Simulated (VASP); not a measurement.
Wanted: the native input for a VASP 6.6.1 run.

```yaml
Task: single point
Functional: r2SCAN
Potentials_or_basis: VASP PAW PBE potentials, release 64 (In_d)
Cutoff: 520 eV
k_mesh: 22 × 22 × 22
Occupations: gaussian, width 0.15 eV
Spin: no spin polarisation
Dipole_correction: no
Further_INCAR_settings: ALGO = Normal; EDIFF = 1e-07; NBANDS = 12
```

Crystal: In.

```
CELL_PARAMETERS angstrom
-1.62615 1.62615 2.47395
1.62615 -1.62615 2.47395
1.62615 1.62615 -2.47395
ATOMIC_POSITIONS crystal
In 0.00000 0.00000 0.00000
```

These files were run (other wordings do the same):

POSCAR

```
In
1.0
   -1.6261500000      1.6261500000      2.4739500000
    1.6261500000     -1.6261500000      2.4739500000
    1.6261500000      1.6261500000     -2.4739500000
In
1
Direct
    0.0000000000      0.0000000000      0.0000000000
```

INCAR.step1

```
  PREC = Accurate
  ENCUT = 520
  ISMEAR = 0
  SIGMA = 0.15
  LREAL = F
  LASPH = T
  NELM = 60
  NBANDS = 12
  GGA = PE
  ALGO = Normal
  EDIFF = 1E-4
  LWAVE = T
  LCHARG = F
```

INCAR.step2

```
  PREC = Accurate
  ENCUT = 520
  EDIFF = 1E-7
  ISMEAR = 0
  SIGMA = 0.15
  LREAL = F
  LASPH = T
  NELM = 60
  ALGO = Normal
  ISIF = 2
  LWAVE = F
  LCHARG = F
  METAGGA = R2SCAN
  LMIXTAU = T
  NBANDS = 12
  ISTART = 1
```

KPOINTS

```
Automatic mesh
0
Gamma
  22 22 22
```

Potentials or basis: VASP PAW PBE potentials, release 64 (In_d).

The run is started by

```console
$ cat potpaw_PBE.64/In_d/POTCAR > POTCAR
$ cp INCAR.step1 INCAR
$ mpirun -np 1 vasp_std > vasp.out
$ cp INCAR.step2 INCAR
$ mpirun -np 1 vasp_std > vasp.out
```

It gave:

The pressure is 0.2 GPa.

Caveat: the PAW data sets were made with another functional, which shifts forces and pressure a little.

It took 20 min on 1 thread of Intel(R) Xeon(R) Platinum 8259CL CPU @ 2.50GHz (Skylake/Cascade Lake), on a shared host, peak memory 0.37 GiB.
